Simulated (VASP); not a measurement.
FePt: single point with PBE

The system is FePt.

```xyz
2
Lattice="3.7630 0.0000 0.0000 0.0000 1.9287 1.9267 0.0000 -1.9287 1.9267" Properties=species:S:1:pos:R:3 pbc="T T T"
Fe    1.8815    0.0000    2.8900
Pt    0.0000    0.0000    0.9633
```

```
Program             : VASP 6.6.1
Task                : single point
Functional          : PBE
Potentials or basis : VASP PAW PBE potentials, release 64 (Fe, Pt)
Cutoff              : 600 eV
k mesh              : 4 × 8 × 8
Occupations         : gaussian, width 0.1 eV
Spin                : collinear spin, ferromagnetic start
Starting moments    : [4.0, 0.0] μB
```

The pressure is -0.3 GPa and the net moment is 3.28 μB per cell. The site moments are Fe +2.92; Pt +0.34 μB and the valence electrons inside the program's atomic spheres are Fe 6.96; Pt 9.41.

Stress tensor (GPa, compression positive):
```
-0.32  0.00  0.00
 0.00 -0.39  0.00
 0.00  0.00 -0.26
```

Levels at points of the mesh, in eV from the Fermi level:
Spin up:
```csv
k point,band 7,band 8,band 9,band 10,band 11,band 12,band 13,band 14,band 15,band 16
"(0.00, 0.00, 0.00)",-2.03,-1.89,-0.44,-0.36,-0.35,2.22,9.49,11.80,11.80,17.25
"(0.50, 0.00, 0.00)",-2.24,-2.24,-2.02,-2.01,-1.80,-0.71,15.58,15.75,16.22,16.23
"(0.00, 0.50, 0.00)",-2.54,-2.45,-2.08,-1.51,0.22,2.12,10.35,10.42,12.31,13.11
"(0.50, 0.50, 0.00)",-1.16,-0.82,-0.48,-0.47,-0.37,-0.35,4.71,6.73,16.26,16.61
"(0.00, 0.50, 0.50)",-0.49,-0.47,-0.46,0.65,1.75,1.77,7.65,10.02,10.83,12.31
"(0.50, 0.50, 0.50)",-2.26,-1.69,-1.01,0.66,6.87,6.89,7.74,8.39,8.46,8.48
```
Spin down:
```tsv
k point	band 3	band 4	band 5	band 6	band 7	band 8	band 9	band 10	band 11	band 12
(0.00, 0.00, 0.00)	-5.60	-2.22	-2.21	-0.75	-0.63	0.61	1.72	1.73	1.74	2.39
(0.50, 0.00, 0.00)	-5.16	-2.48	-1.76	-1.76	-1.32	-0.46	0.22	0.55	0.55	1.51
(0.00, 0.50, 0.00)	-4.10	-3.33	-2.32	-1.25	-1.09	-0.79	0.62	0.80	2.46	2.62
(0.50, 0.50, 0.00)	-2.75	-2.72	-2.07	-0.38	-0.37	-0.29	1.00	1.53	1.63	1.67
(0.00, 0.50, 0.50)	-4.80	-4.57	1.05	1.30	1.69	1.77	1.78	1.78	1.88	1.90
(0.50, 0.50, 0.50)	-4.48	-1.83	-1.40	-1.24	-1.23	0.83	1.05	1.78	7.57	7.58
```

Run time: 89 s on 1 thread of Oxide Virtual Turin-like Processor, with other jobs on the host, peak memory 0.18 GiB.

Caveat: the k points lie up to 0.42 Å⁻¹ apart; spin-orbit coupling is left out, which moves the levels of the heavy elements.
